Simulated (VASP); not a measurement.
# Sb (Pm-3m) in VASP: a series of runs, part 2 of 2

VASP 6.6.1. Earlier steps stand in the parts before.

## Step 4: Single point, PBE (volume scaled by 1.06)

The input, INCAR:

```
SYSTEM = Sb
PREC = Accurate
ENCUT = 520
EDIFF = 1E-6
ISMEAR = 0
SIGMA = 0.1
LREAL = .False.
LASPH = .True.
NELM = 80
ALGO = Normal
ISIF = 2
LWAVE = .False.
LCHARG = .False.
GGA = PE
NBANDS = 8
```

The input, KPOINTS:

```
Automatic mesh
0
Gamma
  14 14 14
  0 0 0
```

The input, POSCAR:

```
Sb
1.0
    3.1714661809      0.0000000000      0.0000000000
    0.0000000000      3.1714661809      0.0000000000
    0.0000000000      0.0000000000      3.1714661809
Sb
1
Direct
    0.0000000000      0.0000000000      0.0000000000
```

Potentials or basis: VASP PAW PBE potentials, release 64 (Sb).

The run is started by

```
$ cat potpaw_PBE.64/Sb/POTCAR > POTCAR
$ mpirun -np 1 vasp_std > vasp.out
```

OUTCAR:

```text
SYSTEM = Sb
   PREC = Accurate
   ENCUT = 520
   EDIFF = 1E-6
   ISMEAR = 0
   LREAL = .False.
   LASPH = .True.
   NELM = 80
   ISIF = 2
   GGA = PE

 ion  position               nearest neighbor table
   1  0.000  0.000  0.000-

  LATTYP: Found a simple cubic cell.
 ALAT       =     3.1714661809

  Lattice vectors:

 A1 = (   3.1714661809,   0.0000000000,   0.0000000000)
 A2 = (   0.0000000000,   3.1714661809,   0.0000000000)
 A3 = (   0.0000000000,   0.0000000000,   3.1714661809)

Analysis of symmetry for initial positions (statically):
=====================================================================
 Subroutine PRICEL returns:
 Original cell was already a primitive cell.

 Routine SETGRP: Setting up the symmetry group for a
 simple cubic supercell.

 Subroutine GETGRP returns: Found 48 space group operations
 (whereof 48 operations were pure point group operations)
 out of a pool of 48 trial point group operations.

The static configuration has the point symmetry O_h .

Analysis of symmetry for dynamics (positions and initial velocities):
=====================================================================
 Subroutine PRICEL returns:
 Original cell was already a primitive cell.

 Routine SETGRP: Setting up the symmetry group for a
 simple cubic supercell.

 Subroutine GETGRP returns: Found 48 space group operations
 (whereof 48 operations were pure point group operations)
 out of a pool of 48 trial point group operations.

The dynamic configuration has the point symmetry O_h .

 Subroutine INISYM returns: Found 48 space group operations
 (whereof 48 operations are pure point group operations),
 and found     1 'primitive' translations

----------------------------------------------------------------------------------------

                                     Primitive cell

  volume of cell :      31.8992

  direct lattice vectors                    reciprocal lattice vectors
     3.171466181  0.000000000  0.000000000     0.315311576  0.000000000  0.000000000
     0.000000000  3.171466181  0.000000000     0.000000000  0.315311576  0.000000000
     0.000000000  0.000000000  3.171466181     0.000000000  0.000000000  0.315311576

  length of vectors
     3.171466181  3.171466181  3.171466181     0.315311576  0.315311576  0.315311576

  position of ions in fractional coordinates (direct lattice)
     0.000000000  0.000000000  0.000000000

  ion indices of the primitive-cell ions
   primitive index   ion index
                 1           1

----------------------------------------------------------------------------------------

 KPOINTS: Automatic mesh

Automatic generation of k-mesh.
 Grid dimensions read from file:
 generate k-points for:   14   14   14

 Generating k-lattice:

  Cartesian coordinates                     Fractional coordinates (reciprocal lattice)
     0.022522255  0.000000000  0.000000000     0.071428571  0.000000000  0.000000000
     0.000000000  0.022522255  0.000000000     0.000000000  0.071428571  0.000000000
     0.000000000  0.000000000  0.022522255     0.000000000  0.000000000  0.071428571

  Length of vectors
     0.022522255  0.022522255  0.022522255

  Shift w.r.t. Gamma in fractional coordinates (k-lattice)
     0.000000000  0.000000000  0.000000000

 Subroutine IBZKPT returns following result:
 ===========================================

 Found    120 irreducible k-points:

 Following reciprocal coordinates:
            Coordinates               Weight
  0.000000  0.000000  0.000000      1.000000
  0.071429  0.000000  0.000000      6.000000
  0.142857  0.000000  0.000000      6.000000
  0.214286  0.000000  0.000000      6.000000
  0.285714  0.000000  0.000000      6.000000
  0.357143  0.000000  0.000000      6.000000
[... 16 lines left out ...]
  0.285714  0.214286  0.000000     24.000000
  0.357143  0.214286  0.000000     24.000000
 [... further k-points ...]
   k-points           NKPTS =    120   k-points in BZ     NKDIM =    120   number of bands    NBANDS=      8
   number of dos      NEDOS =    301   number of ions     NIONS =      1
   total plane-waves  NPLWV =  13824
   dimension x,y,z NGX =    24 NGY =   24 NGZ =   24
   dimension x,y,z NGXF=    48 NGYF=   48 NGZF=   48
   ions per type =               1
   NGX,Y,Z   is equivalent  to a cutoff of  12.58, 12.58, 12.58 a.u.
   NGXF,Y,Z  is equivalent  to a cutoff of  25.16, 25.16, 25.16 a.u.
 SYSTEM =  Sb
   PREC   = accura    normal or accurate (medium, high low for compatibility)
   ISTART =      0    job   : 0-new  1-cont  2-samecut
   ICHARG =      2    charge: 1-file 2-atom 10-const
   ISPIN  =      1    spin polarized calculation?
   LNONCOLLINEAR =      F non collinear calculations
   LSORBIT =      F    spin-orbit coupling
   LASPH  =      T    aspherical Exc in radial PAW
   ENCUT  =  520.0 eV  38.22 Ry    6.18 a.u.   5.90  5.90  5.90*2*pi/ulx,y,z
   NELM   =     80;   NELMIN=  2; NELMDL= -5     # of ELM steps
   EDIFF  = 0.1E-05   stopping-criterion for ELM
   LREAL  =      F    real-space projection
   EDIFFG = 0.1E-04   stopping-criterion for IOM
   NSW    =      0    number of steps for IOM
   IBRION =     -1    ionic relax: 0-MD 1-quasi-New 2-CG
   NFREE  =      0    steps in history (QN), initial steepest desc. (CG)
   ISIF   =      2    stress and relaxation
   ISYM   =      2    0-nonsym 1-usesym 2-fastsym
   POTIM  = 0.5000    time-step for ionic-motion
   TEBEG  =    0.0;   TEEND  =   0.0 temperature during run
   PSTRESS=    0.0 pullay stress
   NELECT =       5.0000    total number of electrons
   NUPDOWN=      -1.0000    fix difference up-down
   EMIN   =  10.00;   EMAX   =-10.00  energy-range for DOS
   EFERMI =   0.00;   METHOD = LEGACY
   ISMEAR =     0;   SIGMA  =   0.10  broadening in eV -4-tet -1-fermi 0-gaus
   EFERMI_NEDOS =   21; number of points for ismear=-14 and -15
   IALGO  =     38    algorithm
   IMIX   =      4    mixing-type and parameters
     AMIX     =   0.40;   BMIX     =  1.00
     AMIX_MAG =   1.60;   BMIX_MAG =  1.00
  volume/ion in A,a.u.               =      31.90       215.27
  Fermi-wavevector in a.u.,A,eV,Ry     =   0.882683  1.668029 10.600697  0.779129
  Thomas-Fermi vector in A             =   2.003347
   LORBIT       =      0    0 simple, 1 ext, 2 COOP (PROOUT), +10 PAW based schemes
   GGA     = PE    functional components
   LHFCALC =     F    Hartree Fock is set to
   AEXX    =    0.0000 exact exchange contribution
   IVDW    =     0    specifies the selected vdW correction
   LEPSILON=     F    determine dielectric tensor
   LRPA    =     F    only Hartree local field effects (RPA)
 non-spin polarized calculation
 Gauss-broadening in eV      SIGMA  =   0.10
  energy-cutoff  :      520.00
  volume of cell :       31.90
 maximum number of plane-waves:       912
 NGX is ok and might be reduce to    24
   NGX = 11   NGY = 11   NGZ = 11

 number of electron       5.0000001 magnetization

 Free energy of the ion-electron system (eV)
  ---------------------------------------------------
  ext. energy  EPLUGINS =         0.00000000
  ---------------------------------------------------
  free energy    TOTEN  =        -4.07950386 eV

  energy without entropy =       -4.07617178  energy(sigma->0) =       -4.07783782

 E-fermi :   6.2513     XC(G=0):  -9.3384

 val. band max:        6.2105181265   @ k =   0.2857   0.2857   0.2857
 cond. band min:       6.2587889136   @ k =   0.4286   0.2857   0.2857
 fundamental gap:      0.0482707871
 Fermi energy:         6.2513326525

 k-point     1 :       0.0000    0.0000    0.0000
  band No.  band energies     occupation
      1      -5.5714      2.00000
      2       9.4150      0.00000
      3       9.4150      0.00000
      4       9.4150      0.00000
      5      13.1768      0.00000
      6      13.1768      0.00000
      7      14.1828      0.00000
      8      23.5724      0.00000

 k-point     2 :       0.0714    0.0000    0.0000
  band No.  band energies     occupation
      1      -5.5026      2.00000
      2       8.5470      0.00000
      3       9.4816      0.00000
      4       9.4816      0.00000
      5      13.2335      0.00000
      6      13.6662      0.00000
      7      14.7251      0.00000
      8      22.8785      0.00000
[... 221 lines left out ...]
 k-point    23 :       0.2857    0.2143    0.0000
  band No.  band energies     occupation
      1      -3.9227      2.00000
      2       4.3422      2.00000
      3       6.3002      0.48933
      4      10.9335      0.00000
      5      14.2927      0.00000
      6      15.2271      0.00000
      7      19.3369      0.00000
      8      19.8250      0.00000

 k-point    24 :       0.3571    0.2143    0.0000
  band No.  band energies     occupation
      1      -3.4226      2.00000
      2       3.0530      2.00000
      3       6.7419      0.00000
      4      11.3342      0.00000
      5      13.3348      0.00000
      6      15.6062      0.00000
      7      18.9063      0.00000
      8      19.1206      0.00000

 [... further k-points ...]
[... 5 lines left out ...]
  --------------------------------------------------------------------------------------
  -------------------------------------------------------------------------------------
  Total       -0.5621581     -0.5621581     -0.5621581     -0.0000000      0.0000000     -0.0000000
  in kB      -28.2350658    -28.2350658    -28.2350658     -0.0000000      0.0000000     -0.0000000
  external PRESSURE =     -28.2350658 kB  Pullay stress =       0.0000000 kB

 VOLUME and BASIS-vectors are now :
 -----------------------------------------------------------------------------
  energy-cutoff  :      520.00
  volume of cell :       31.90
      direct lattice vectors                 reciprocal lattice vectors
     3.171466181  0.000000000  0.000000000     0.315311576  0.000000000  0.000000000
     0.000000000  3.171466181  0.000000000     0.000000000  0.315311576  0.000000000
     0.000000000  0.000000000  3.171466181     0.000000000  0.000000000  0.315311576

 POSITION                                       TOTAL-FORCE (eV/Angst)
 -----------------------------------------------------------------------------------
      0.00000      0.00000      0.00000         0.000000      0.000000      0.000000
 -----------------------------------------------------------------------------------
    total drift:                               -0.000000      0.000000      0.000000

  FREE ENERGIE OF THE ION-ELECTRON SYSTEM (eV)
  ---------------------------------------------------
  free  energy   TOTEN  =        -4.0795038637 eV

  energy  without entropy=       -4.0761717834  energy(sigma->0) =       -4.07783782
```

OSZICAR:

```text
N       E                     dE             d eps       ncg     rms          rms(c)
DAV:   1     0.494032473347E+01    0.49403E+01   -0.15800E+03  1936   0.400E+02
DAV:   2    -0.395679212338E+01   -0.88971E+01   -0.84748E+01  2688   0.517E+01
DAV:   3    -0.407395626312E+01   -0.11716E+00   -0.11706E+00  2264   0.662E+00
DAV:   4    -0.407452595523E+01   -0.56969E-03   -0.56968E-03  2864   0.563E-01
DAV:   5    -0.407452821383E+01   -0.22586E-05   -0.22590E-05  2408   0.235E-02    0.172E+00
DAV:   6    -0.407740444834E+01   -0.28762E-02   -0.11432E-03  2456   0.209E-01    0.101E+00
DAV:   7    -0.407944097301E+01   -0.20365E-02   -0.27296E-03  2104   0.317E-01    0.808E-02
DAV:   8    -0.407949968846E+01   -0.58715E-04   -0.97195E-05  2544   0.655E-02    0.748E-03
DAV:   9    -0.407950338126E+01   -0.36928E-05   -0.27918E-06  2584   0.105E-02    0.224E-03
DAV:  10    -0.407950386369E+01   -0.48243E-06   -0.12193E-06  2272   0.580E-03
   1 F= -.40795039E+01 E0= -.40778378E+01  d E =-.333208E-02
```

stdout:

```text
POSCAR found type information on POSCAR Sb
 POSCAR found :  1 types and       1 ions
 scaLAPACK will be used
 LDA part: xc-table for (Slater+PW92), standard interpolation
 POSCAR, INCAR and KPOINTS ok, starting setup
 FFT: planning ... GRIDC
 FFT: planning ... GRID_SOFT
 FFT: planning ... GRID
 WAVECAR not read
 entering main loop
```

It took 8 s on 1 thread of Intel Xeon Platinum 8375C at 2.90GHz (Ice Lake), shared host; peak memory 0.16 GiB.

Results:

| Item | Value |
| --- | --- |
| Free energy | -4.0795 eV |
| Pressure | -2.8 GPa |

Levels at points of the mesh, in eV from the Fermi level:
```csv
k point,band 1,band 2,band 3,band 4,band 5
"(0.00, 0.00, 0.00)",-11.82,3.16,3.16,3.16,6.93
"(0.50, 0.00, 0.00)",-9.64,-5.06,4.96,4.96,8.88
"(0.50, 0.50, 0.00)",-7.35,-3.18,-3.18,2.49,6.75
"(0.50, 0.50, 0.50)",-4.84,-1.42,-1.42,-1.42,4.99
```

Caveat: spin-orbit coupling is left out, which moves the levels of the heavy elements.

## Step 5: Single point, PBE (volume scaled by 1.10)

The input, INCAR:

```
SYSTEM = Sb
PREC = Accurate
ENCUT = 520
EDIFF = 1E-6
ISMEAR = 0
SIGMA = 0.1
LREAL = .FALSE.
LASPH = .TRUE.
NELM = 80
ALGO = Normal
ISIF = 2
LWAVE = .FALSE.
LCHARG = .FALSE.
GGA = PE
NBANDS = 8
```

The input, KPOINTS:

```
regular mesh
0
G
  14 14 14
  0 0 0
```

The input, POSCAR:

```
Sb
1.0
    3.2108673051      0.0000000000      0.0000000000
    0.0000000000      3.2108673051      0.0000000000
    0.0000000000      0.0000000000      3.2108673051
Sb
1
Direct
    0.0000000000      0.0000000000      0.0000000000
```

Potentials or basis: VASP PAW PBE potentials, release 64 (Sb).

The run is started by

```
$ cat potpaw_PBE.64/Sb/POTCAR > POTCAR
$ mpirun -np 1 vasp_std > vasp.out
```

OUTCAR:

```text
SYSTEM = Sb
   PREC = Accurate
   ENCUT = 520
   EDIFF = 1E-6
   ISMEAR = 0
   LREAL = .FALSE.
   LASPH = .TRUE.
   NELM = 80
   ISIF = 2
   GGA = PE

 ion  position               nearest neighbor table
   1  0.000  0.000  0.000-

  LATTYP: Found a simple cubic cell.
 ALAT       =     3.2108673051

  Lattice vectors:

 A1 = (   3.2108673051,   0.0000000000,   0.0000000000)
 A2 = (   0.0000000000,   3.2108673051,   0.0000000000)
 A3 = (   0.0000000000,   0.0000000000,   3.2108673051)

Analysis of symmetry for initial positions (statically):
=====================================================================
 Subroutine PRICEL returns:
 Original cell was already a primitive cell.

 Routine SETGRP: Setting up the symmetry group for a
 simple cubic supercell.

 Subroutine GETGRP returns: Found 48 space group operations
 (whereof 48 operations were pure point group operations)
 out of a pool of 48 trial point group operations.

The static configuration has the point symmetry O_h .

Analysis of symmetry for dynamics (positions and initial velocities):
=====================================================================
 Subroutine PRICEL returns:
[... 154 lines left out ...]
  energy without entropy =       -4.04975997  energy(sigma->0) =       -4.05123302

 E-fermi :   5.8231     XC(G=0):  -9.1839

 val. band max:        5.7382901956   @ k =   0.5000   0.4286   0.3571
 cond. band min:       5.8471730694   @ k =   0.4286   0.2857   0.2857
 fundamental gap:      0.1088828738
 Fermi energy:         5.8230550526

 k-point     1 :       0.0000    0.0000    0.0000
  band No.  band energies     occupation
      1      -5.7452      2.00000
      2       8.8904      0.00000
      3       8.8904      0.00000
      4       8.8904      0.00000
      5      12.7155      0.00000
      6      12.7155      0.00000
      7      13.5383      0.00000
      8      22.9272      0.00000
[... 243 lines left out ...]
 k-point    24 :       0.3571    0.2143    0.0000
  band No.  band energies     occupation
      1      -3.6993      2.00000
      2       2.7692      2.00000
      3       6.3020      0.00000
      4      10.6994      0.00000
      5      12.8772      0.00000
      6      15.0515      0.00000
      7      18.3210      0.00000
      8      18.5455      0.00000

 [... further k-points ...]
[... 5 lines left out ...]
  --------------------------------------------------------------------------------------
  -------------------------------------------------------------------------------------
  Total       -0.8790086     -0.8790086     -0.8790086     -0.0000000      0.0000000     -0.0000000
  in kB      -42.5438345    -42.5438345    -42.5438345     -0.0000000      0.0000000     -0.0000000
  external PRESSURE =     -42.5438345 kB  Pullay stress =       0.0000000 kB

 VOLUME and BASIS-vectors are now :
 -----------------------------------------------------------------------------
  energy-cutoff  :      520.00
  volume of cell :       33.10
      direct lattice vectors                 reciprocal lattice vectors
     3.210867305  0.000000000  0.000000000     0.311442332  0.000000000  0.000000000
     0.000000000  3.210867305  0.000000000     0.000000000  0.311442332  0.000000000
     0.000000000  0.000000000  3.210867305     0.000000000  0.000000000  0.311442332

 POSITION                                       TOTAL-FORCE (eV/Angst)
 -----------------------------------------------------------------------------------
      0.00000      0.00000      0.00000         0.000000      0.000000      0.000000
 -----------------------------------------------------------------------------------
    total drift:                               -0.000000      0.000000      0.000000

  FREE ENERGIE OF THE ION-ELECTRON SYSTEM (eV)
  ---------------------------------------------------
  free  energy   TOTEN  =        -4.0527060760 eV

  energy  without entropy=       -4.0497599715  energy(sigma->0) =       -4.05123302
```

stdout:

```text
POSCAR found type information on POSCAR Sb
 POSCAR found :  1 types and       1 ions
 scaLAPACK will be used
 LDA part: xc-table for (Slater+PW92), standard interpolation
 POSCAR, INCAR and KPOINTS ok, starting setup
 FFT: planning ... GRIDC
 FFT: planning ... GRID_SOFT
 FFT: planning ... GRID
 WAVECAR not read
 entering main loop
```

Wall time 9.2 s (1 thread of Intel Xeon Platinum 8375C at 2.90GHz (Ice Lake), shared host); peak memory 0.15 GiB.

Results:

| Property | Result |
| --- | --- |
| Free energy | -4.0527 eV |
| Pressure | -4.3 GPa |

Levels at points of the mesh, in eV from the Fermi level:
```tsv
k point	band 1	band 2	band 3	band 4	band 5	band 6	band 7
(0.00, 0.00, 0.00)	-11.57	3.07	3.07	3.07	6.89	6.89	7.72
(0.50, 0.00, 0.00)	-9.51	-4.82	4.75	4.75	8.79	10.38	10.77
(0.50, 0.50, 0.00)	-7.36	-3.03	-3.03	2.62	6.42	12.09	12.94
(0.50, 0.50, 0.50)	-5.03	-1.35	-1.35	-1.35	5.04	5.04	5.04
```

Caveat: spin-orbit coupling is left out, which moves the levels of the heavy elements.

## Step 6: Summary

```csv
cell,gap on the mesh (eV),pressure (GPa)
"a = 3.110 Å, 1 atom",none,0.0
"a = 3.141 Å, 1 atom",none,-1.5
"a = 3.171 Å, 1 atom",none,-2.8
"a = 3.211 Å, 1 atom",none,-4.3
```

Alike in all rows: task single point; level PBE; potentials or basis VASP PAW PBE potentials, release 64 (Sb); no spin polarisation; k mesh 14 × 14 × 14; cutoff (eV) 520; smearing gaussian 0.1 eV.

Caveats: spin-orbit coupling is left out, which moves the levels of the heavy elements.

Total energies depend on the potentials used, so only differences within one code and one set of settings carry meaning.
